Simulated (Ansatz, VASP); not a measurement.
Two plane-wave programs on Ta

POSCAR

```
Ta
1.0
   14.0000000000      0.0000000000      0.0000000000
    0.0000000000     14.4000000000      0.0000000000
    0.0000000000      0.0000000000     14.8000000000
Ta
1
Direct
    0.5000000000      0.5000000000      0.5000000000
```

The input INCAR.step1:

```
SYSTEM = Ta
PREC     = Accurate       ! precision mode
ENCUT    = 520            ! plane-wave cutoff, eV
EDIFF    = 1E-5           ! SCF threshold, eV
ISMEAR   = -1             ! smearing method
SIGMA    = 0.01           ! smearing width, eV
LREAL    = .FALSE.        ! projectors in reciprocal space
LASPH    = .TRUE.         ! aspherical terms in the spheres
NELM     = 150            ! most SCF steps
ALGO     = Normal         ! electronic algorithm
ISIF     = 2              ! what is computed and relaxed
LWAVE    = .TRUE.         ! write WAVECAR
LCHARG   = .FALSE.        ! write CHGCAR
ISPIN    = 2              ! spin polarisation
MAGMOM   = 3              ! initial moments
LORBIT   = 11             ! projections on sites
LMAXMIX  = 4              ! l up to which the mixer works
NBANDS   = 16             ! bands
GGA      = PE             ! functional
ISYM     = 0
```

File INCAR.step2:

```
SYSTEM = Ta
PREC     = Accurate       ! precision mode
ENCUT    = 520            ! plane-wave cutoff, eV
EDIFF    = 1E-6           ! SCF threshold, eV
ISMEAR   = -1             ! smearing method
SIGMA    = 0.01           ! smearing width, eV
LREAL    = .FALSE.        ! projectors in reciprocal space
LASPH    = .TRUE.         ! aspherical terms in the spheres
NELM     = 150            ! most SCF steps
ALGO     = Normal         ! electronic algorithm
ISIF     = 2              ! what is computed and relaxed
LWAVE    = .FALSE.        ! write WAVECAR
LCHARG   = .FALSE.        ! write CHGCAR
ISPIN    = 2              ! spin polarisation
MAGMOM   = 3              ! initial moments
LORBIT   = 11             ! projections on sites
LMAXMIX  = 4              ! l up to which the mixer works
GGA      = PE             ! functional
LHFCALC  = .TRUE.         ! exact exchange
AEXX     = 0.25           ! exact-exchange fraction
PRECFOCK = Normal       
NBANDS   = 16             ! bands
ISTART   = 1            
ISYM     = 0
```

File KPOINTS:

```
Automatic mesh
0
G
  1 1 1
  0 0 0
```

Input for Ansatz:

```yaml
crystal:
  lattice:
    - [14.0, 0.0, 0.0]
    - [0.0, 14.4, 0.0]
    - [0.0, 0.0, 14.8]
  atoms:
    - { symbol: Ta, position: [0.5, 0.5, 0.5], spin: 3.0 }
  symmetry: { detect: false, time_reversal: true }
hamiltonian:
  xc: pbe0
  pseudopotentials:
    kind: paw
    azcp:
      Ta: "pseudopotentials/Ta.paw.azcp"
basis:
  ecutwfc: 420
  fft_grid_basis: typed
kpoints:
  mp_grid: { grid: [1, 1, 1], shift: [0, 0, 0] }
magnetization:
  spin_polarized: true
scf:
  occupations: { method: fermi_dirac, width: 0.01 }
```

Alike in both runs: task single point; functional PBE0; k mesh 1 × 1 × 1; occupations fermi-dirac, width 0.01 eV; collinear spin.

|  | VASP | Ansatz |
| --- | --- | --- |
| version | VASP 6.6.1 | Ansatz 0.2.0 |
| potentials or method | VASP PAW PBE potentials, release 64 (Ta_pv), cutoff 520 eV | plane waves (420 eV) with PAW, scalar-relativistic |
| valence electrons in the cell | 11 | 13 |

```csv
,VASP,Ansatz,Ansatz less VASP
gap on the k mesh at the Fermi level (eV),2.90,2.90,+0.002
net moment per atom (μB),3.00,3.00,0.000
size of the moment on the site where the two differ most (μB),2.16,3.00,+0.837
```

Site moments also hang on the region over which each program counts them. VASP's potentials hold 11 valence electrons a cell and Ansatz's 13, so a difference there can come from the potentials and not from the codes. Ansatz's warnings: stability check not made.

Spin-orbit coupling is off throughout.
